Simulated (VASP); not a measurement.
# AgH16O8F in VASP: single point with PBE

Aim: the single point of AgH16O8F with PBE.

Program: VASP 6.6.1. These are calculated values, not measurements. Logs are shortened: lines on timing, memory, paths and dates and some standing lists are left out, and cuts for length are marked.

## (1) The cell of the first run

The cell holds an amorphous packing of atoms, 26 atoms: a = 6.573 Å, b = 6.573 Å, c = 6.573 Å, α = 90.00°, β = 90.00°, γ = 90.00°.

## (2) Single point, PBE

Input file INCAR:

```
ALGO     = Normal         # electronic algorithm
EDIFF    = 1E-6           # SCF threshold, eV
ENCUT    = 520            # plane-wave cutoff, eV
GGA      = PE             # functional
ISIF     = 2              # what is computed and relaxed
ISMEAR   = -1             # smearing method
LASPH    = True           # aspherical terms in the spheres
LCHARG   = False          # write CHGCAR
LREAL    = Auto         
LWAVE    = False          # write WAVECAR
NBANDS   = 60             # bands
NELM     = 60             # most SCF steps
PREC     = Accurate       # precision mode
SIGMA    = 0.05           # smearing width, eV
```

Input file KPOINTS:

```
k-points
0
Gamma
  1 1 1
```

Input file POSCAR:

```
AgH16O8F
1.0
    6.5731380000      0.0000000000      0.0000000000
    0.0000000000      6.5731380000      0.0000000000
    0.0000000000      0.0000000000      6.5731380000
O H Ag F
8 16 1 1
Direct
    0.9038163765      0.7073917549      0.5249890682
    0.2709817211      0.5180612945      0.7012838522
    0.4606245177      0.6997806555      1.0525378962
    0.1614211950      0.0388042557      0.6066924688
    0.7976267430      0.4693075098      0.1517660214
    0.5787613631     -0.0394331881      0.6633386968
    0.8596082856      0.2582016360      0.8046228030
    0.6711988221      1.0731318314      0.2719507777
    0.7720747393      0.7475734339      0.5851606170
    0.8715806132      0.6232680759      0.4050997294
    0.1304177626      0.5592521419      0.6675078038
    0.2648864701      0.3705466147      0.7115607550
    0.5939050647      0.6288905834      1.0722260172
    0.4235364352      0.6754262279      0.9090390209
    0.1921260979      0.0887026399      0.4626166613
    0.0793539558     -0.0836966348      0.5800455874
    0.7472879854      0.3442626612      0.2187736688
    0.8450144423      0.4076335280      0.0200181320
    0.6073908658      0.0133830166      0.5252315310
    0.4287647200     -0.0315330314      0.6692174701
    0.7432726650      0.1665471300      0.7807823644
    0.9752583233      0.1833144169      0.7431924594
    0.5479074648      1.0239890133      0.2033292570
    0.7763805363      0.9725409457      0.2441200982
    0.2858437846      0.4509141414      0.1794417737
    0.2464827494      0.1466986459      0.2510985690
```

Potentials or basis: VASP PAW PBE potentials, release 64 (O, H, Ag, F).

On the command line:

```bash
cat potpaw_PBE.64/O/POTCAR potpaw_PBE.64/H/POTCAR potpaw_PBE.64/Ag/POTCAR potpaw_PBE.64/F/POTCAR > POTCAR
mpirun -np 1 vasp_gam > vasp.out
```

OUTCAR:

```text
EDIFF = 1E-6
   ENCUT = 520
   GGA = PE
   ISIF = 2
   ISMEAR = -1
   LASPH = True
   LREAL = Auto
   NELM = 60
   PREC = Accurate

 ion  position               nearest neighbor table
   1  0.904  0.707  0.525-  10 0.99   9 0.99
   2  0.271  0.518  0.701-  12 0.97  11 0.99
   3  0.461  0.700  0.053-  14 0.99  13 1.00  25 2.17
   4  0.161  0.039  0.607-  16 0.98  15 1.02
   5  0.798  0.469  0.152-  17 0.99  18 1.01
   6  0.579  0.961  0.663-  20 0.99  19 0.99
   7  0.860  0.258  0.805-  21 0.99  22 0.99
   8  0.671  0.073  0.272-  24 0.97  23 0.98
   9  0.772  0.748  0.585-   1 0.99
  10  0.872  0.623  0.405-   1 0.99
  11  0.130  0.559  0.668-   2 0.99
  12  0.265  0.371  0.712-   2 0.97
  13  0.594  0.629  0.072-   3 1.00
  14  0.424  0.675  0.909-   3 0.99
[... 8 lines left out ...]
  23  0.548  0.024  0.203-   8 0.98
  24  0.776  0.973  0.244-   8 0.97
  25  0.286  0.451  0.179-  26 2.07   3 2.17
  26  0.246  0.147  0.251-  25 2.07

  LATTYP: Found a simple cubic cell.
 ALAT       =     6.5731380000

  Lattice vectors:

 A1 = (   6.5731380000,   0.0000000000,   0.0000000000)
 A2 = (   0.0000000000,   6.5731380000,   0.0000000000)
 A3 = (   0.0000000000,   0.0000000000,   6.5731380000)

Analysis of symmetry for initial positions (statically):
=====================================================================
 Subroutine PRICEL returns:
 Original cell was already a primitive cell.

 Routine SETGRP: Setting up the symmetry group for a
 simple cubic supercell.

 Subroutine GETGRP returns: Found  1 space group operations
 (whereof  1 operations were pure point group operations)
 out of a pool of 48 trial point group operations.

The static configuration has the point symmetry C_1 .

Analysis of symmetry for dynamics (positions and initial velocities):
=====================================================================
 Subroutine PRICEL returns:
 Original cell was already a primitive cell.

 Routine SETGRP: Setting up the symmetry group for a
 simple cubic supercell.

 Subroutine GETGRP returns: Found  1 space group operations
 (whereof  1 operations were pure point group operations)
 out of a pool of 48 trial point group operations.

The dynamic configuration has the point symmetry C_1 .

 Subroutine INISYM returns: Found  1 space group operations
 (whereof  1 operations are pure point group operations),
 and found     1 'primitive' translations

----------------------------------------------------------------------------------------

                                     Primitive cell

  volume of cell :     283.9999

  direct lattice vectors                    reciprocal lattice vectors
     6.573138000  0.000000000  0.000000000     0.152134338  0.000000000  0.000000000
     0.000000000  6.573138000  0.000000000     0.000000000  0.152134338  0.000000000
     0.000000000  0.000000000  6.573138000     0.000000000  0.000000000  0.152134338

  length of vectors
     6.573138000  6.573138000  6.573138000     0.152134338  0.152134338  0.152134338

  position of ions in fractional coordinates (direct lattice)
     0.903816377  0.707391755  0.524989068
     0.270981721  0.518061295  0.701283852
     0.460624518  0.699780655  0.052537896
     0.161421195  0.038804256  0.606692469
     0.797626743  0.469307510  0.151766021
     0.578761363  0.960566812  0.663338697
[... 18 lines left out ...]
     0.285843785  0.450914141  0.179441774
     0.246482749  0.146698646  0.251098569

  ion indices of the primitive-cell ions
   primitive index   ion index
                 1           1
                 2           2
                 3           3
                 4           4
                 5           5
                 6           6
[... 18 lines left out ...]
                25          25
                26          26

----------------------------------------------------------------------------------------

 KPOINTS: k-points

Automatic generation of k-mesh.
 Grid dimensions read from file:
 generate k-points for:    1    1    1

 Generating k-lattice:

  Cartesian coordinates                     Fractional coordinates (reciprocal lattice)
     0.152134338  0.000000000  0.000000000     1.000000000  0.000000000  0.000000000
     0.000000000  0.152134338  0.000000000     0.000000000  1.000000000  0.000000000
     0.000000000  0.000000000  0.152134338     0.000000000  0.000000000  1.000000000

  Length of vectors
     0.152134338  0.152134338  0.152134338

  Shift w.r.t. Gamma in fractional coordinates (k-lattice)
     0.000000000  0.000000000  0.000000000

 Subroutine IBZKPT returns following result:
 ===========================================

 Found      1 irreducible k-points:

 Following reciprocal coordinates:
            Coordinates               Weight
  0.000000  0.000000  0.000000      1.000000
   k-points           NKPTS =      1   k-points in BZ     NKDIM =      1   number of bands    NBANDS=     60
   number of dos      NEDOS =    301   number of ions     NIONS =     26
   total plane-waves  NPLWV = 125000
   dimension x,y,z NGX =    50 NGY =   50 NGZ =   50
   dimension x,y,z NGXF=   100 NGYF=  100 NGZF=  100
   ions per type =               8  16   1   1
   NGX,Y,Z   is equivalent  to a cutoff of  12.65, 12.65, 12.65 a.u.
   NGXF,Y,Z  is equivalent  to a cutoff of  25.29, 25.29, 25.29 a.u.
 SYSTEM =  unknown system
   PREC   = accura    normal or accurate (medium, high low for compatibility)
   ISTART =      0    job   : 0-new  1-cont  2-samecut
   ICHARG =      2    charge: 1-file 2-atom 10-const
   ISPIN  =      1    spin polarized calculation?
   LNONCOLLINEAR =      F non collinear calculations
   LSORBIT =      F    spin-orbit coupling
   LASPH  =      T    aspherical Exc in radial PAW
   ENCUT  =  520.0 eV  38.22 Ry    6.18 a.u.  12.22 12.22 12.22*2*pi/ulx,y,z
   NELM   =     60;   NELMIN=  2; NELMDL= -5     # of ELM steps
   EDIFF  = 0.1E-05   stopping-criterion for ELM
   LREAL  =      T    real-space projection
   EDIFFG = 0.1E-04   stopping-criterion for IOM
   NSW    =      0    number of steps for IOM
   IBRION =     -1    ionic relax: 0-MD 1-quasi-New 2-CG
   NFREE  =      0    steps in history (QN), initial steepest desc. (CG)
   ISIF   =      2    stress and relaxation
   ISYM   =      2    0-nonsym 1-usesym 2-fastsym
   POTIM  = 0.5000    time-step for ionic-motion
   TEBEG  =    0.0;   TEEND  =   0.0 temperature during run
   PSTRESS=    0.0 pullay stress
   NELECT =      82.0000    total number of electrons
   NUPDOWN=      -1.0000    fix difference up-down
   EMIN   =  10.00;   EMAX   =-10.00  energy-range for DOS
   EFERMI =   0.00;   METHOD = LEGACY
   ISMEAR =    -1;   SIGMA  =   0.05  broadening in eV -4-tet -1-fermi 0-gaus
   EFERMI_NEDOS =   21; number of points for ismear=-14 and -15
   IALGO  =     38    algorithm
   IMIX   =      4    mixing-type and parameters
     AMIX     =   0.40;   BMIX     =  1.00
     AMIX_MAG =   1.60;   BMIX_MAG =  1.00
  volume/ion in A,a.u.               =      10.92        73.71
  Fermi-wavevector in a.u.,A,eV,Ry     =   1.082032  2.044744 15.929604  1.170793
  Thomas-Fermi vector in A             =   2.218063
   LORBIT       =      0    0 simple, 1 ext, 2 COOP (PROOUT), +10 PAW based schemes
   GGA     = PE    functional components
   LHFCALC =     F    Hartree Fock is set to
   AEXX    =    0.0000 exact exchange contribution
   IVDW    =     0    specifies the selected vdW correction
   LEPSILON=     F    determine dielectric tensor
   LRPA    =     F    only Hartree local field effects (RPA)
 non-spin polarized calculation
  energy-cutoff  :      520.00
  volume of cell :      284.00
 maximum number of plane-waves:      3845
 NGX is ok and might be reduce to    50
   NGX = 25   NGY = 25   NGZ = 25

 number of electron      82.0000000 magnetization

 Free energy of the ion-electron system (eV)
  ---------------------------------------------------
  ext. energy  EPLUGINS =         0.00000000
  ---------------------------------------------------
  free energy    TOTEN  =      -123.58280971 eV

  energy without entropy =     -123.58280971  energy(sigma->0) =     -123.58280971

 E-fermi :  -1.4735     XC(G=0):  -7.0269

 val. band max:       -2.6958068722   @ k =   0.0000   0.0000   0.0000
 cond. band min:       0.7877490160   @ k =   0.0000   0.0000   0.0000
 fundamental gap:      3.4835558882
 Fermi energy:        -1.4734720921

 k-point     1 :       0.0000    0.0000    0.0000
  band No.  band energies     occupation
      1     -23.1161      2.00000
      2     -22.4801      2.00000
      3     -22.2978      2.00000
      4     -21.9809      2.00000
      5     -21.7509      2.00000
      6     -21.6680      2.00000
[... 45 lines left out ...]
     52       7.0201      0.00000
     53       7.2009      0.00000
 [bands above 53 left out]

------------------------ aborting loop because EDIFF is reached ----------------------------------------

  FORCE on cell =-STRESS in cart. coord.  units (eV):
  Direction    XX          YY          ZZ          XY          YZ          ZX
  --------------------------------------------------------------------------------------
  -------------------------------------------------------------------------------------
  Total       -0.6658306      0.0103201     -0.2974631      0.7521438     -1.7311678     -0.9375670
  in kB       -3.7562638      0.0582204     -1.6781292      4.2431973     -9.7663323     -5.2892568
  external PRESSURE =      -1.7920575 kB  Pullay stress =       0.0000000 kB

 VOLUME and BASIS-vectors are now :
 -----------------------------------------------------------------------------
  energy-cutoff  :      520.00
  volume of cell :      284.00
      direct lattice vectors                 reciprocal lattice vectors
     6.573138000  0.000000000  0.000000000     0.152134338  0.000000000  0.000000000
     0.000000000  6.573138000  0.000000000     0.000000000  0.152134338  0.000000000
     0.000000000  0.000000000  6.573138000     0.000000000  0.000000000  0.152134338

 POSITION                                       TOTAL-FORCE (eV/Angst)
 -----------------------------------------------------------------------------------
      5.94091      4.64978      3.45083        -0.130998     -0.108248     -0.086270
      1.78120      3.40529      4.60964        -0.114189      0.041366      0.022720
      3.02775      4.59975      0.34534         0.066041      0.112224     -0.056765
      1.06104      0.25507      3.98787         0.013598      0.031891     -0.102534
      5.24291      3.08482      0.99758         0.019244     -0.052694     -0.031947
      3.80428      6.31394      4.36022         0.079628     -0.039432      0.056126
[... 18 lines left out ...]
      1.87889      2.96392      1.17950         0.009211     -0.138852      0.057006
      1.62017      0.96427      1.65051        -0.062899      0.013448     -0.028313
 -----------------------------------------------------------------------------------
    total drift:                                0.007955      0.000379      0.004684

  FREE ENERGIE OF THE ION-ELECTRON SYSTEM (eV)
  ---------------------------------------------------
  free  energy   TOTEN  =      -123.5828097147 eV

  energy  without entropy=     -123.5828097146  energy(sigma->0) =     -123.58280971
```

Run time: 30 s. Hardware: 1 thread of Intel Xeon Platinum 8375C at 2.90GHz (Ice Lake), shared host; peak memory 0.34 GiB.

Results:

| Item | Value |
| --- | --- |
| Free energy | -123.5828 eV |
| Pressure | -0.2 GPa |
| Largest force | 0.191 eV/Å |
| Band gap on the k mesh | 3.48 eV |

Forces on the atoms (eV/Å):
```
O   -0.131 -0.108 -0.086
O   -0.114  0.041  0.023
O    0.066  0.112 -0.057
O    0.014  0.032 -0.103
O    0.019 -0.053 -0.032
O    0.080 -0.039  0.056
O   -0.048  0.028  0.098
O    0.009 -0.120  0.047
H    0.044  0.014  0.047
H    0.122  0.054  0.054
H    0.100  0.021 -0.021
H    0.044 -0.066 -0.021
H    0.071 -0.059  0.051
H   -0.054  0.026 -0.080
H    0.002  0.029  0.097
H   -0.018 -0.050  0.040
H   -0.051 -0.023  0.080
H    0.021  0.011 -0.102
H    0.042  0.038 -0.104
H   -0.153 -0.012  0.053
H   -0.065 -0.006  0.007
H    0.104  0.002 -0.033
H   -0.098  0.124  0.026
H    0.049  0.126 -0.069
Ag   0.009 -0.139  0.057
F   -0.063  0.013 -0.028
```

Levels at points of the mesh, in eV from the valence-band top:
```
           k point  band 37  band 38  band 39  band 40  band 41  band 42  band 43  band 44  band 45  band 46
(0.00, 0.00, 0.00)    -0.83    -0.55    -0.48    -0.24     0.00     3.48     6.21     6.95     7.16     7.39
```

Caveat: the k points lie up to 0.96 Å⁻¹ apart.
